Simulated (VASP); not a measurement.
**Na: single point with r2SCAN**

The system is Na.

```
Na
1.0
    -1.98720    1.98720    1.98720
     1.98720   -1.98720    1.98720
     1.98720    1.98720   -1.98720
Na
1
Direct
  0.00000 0.00000 0.00000
```

```yaml
Program: VASP 6.6.1
Task: single point
Functional: r2SCAN
Potentials_or_basis: VASP PAW PBE potentials, release 64 (Na_pv)
Cutoff: 550 eV
k_mesh: 18 × 18 × 18
Occupations: fermi-dirac, width 0.1 eV
Spin: no spin polarisation
Dipole_correction: no
Further_INCAR_settings: ALGO = Normal; EDIFF = 1e-06; NBANDS = 10
```

```yaml
Pressure: 2.1 GPa
Band_gap_on_the_k_mesh: zero (an odd number of electrons rules out a gap without spin polarisation)
```

Levels at points of the mesh, in eV from the Fermi level:
```tsv
k point	band 1	band 2	band 3	band 4	band 5	band 6
(0.00, 0.00, 0.00)	-25.89	-25.89	-25.89	-3.87	13.54	13.54
(0.50, 0.00, 0.00)	-25.96	-25.91	-25.89	0.77	1.61	9.36
(0.50, 0.50, 0.50)	-25.94	-25.94	-25.94	4.95	4.95	5.94
```

Wall time 5.7 min on 1 thread of Oxide Virtual Turin-like Processor, on a shared host, peak memory 0.16 GiB.

Caveat: the PAW data sets were made with another functional, which shifts forces and pressure a little.
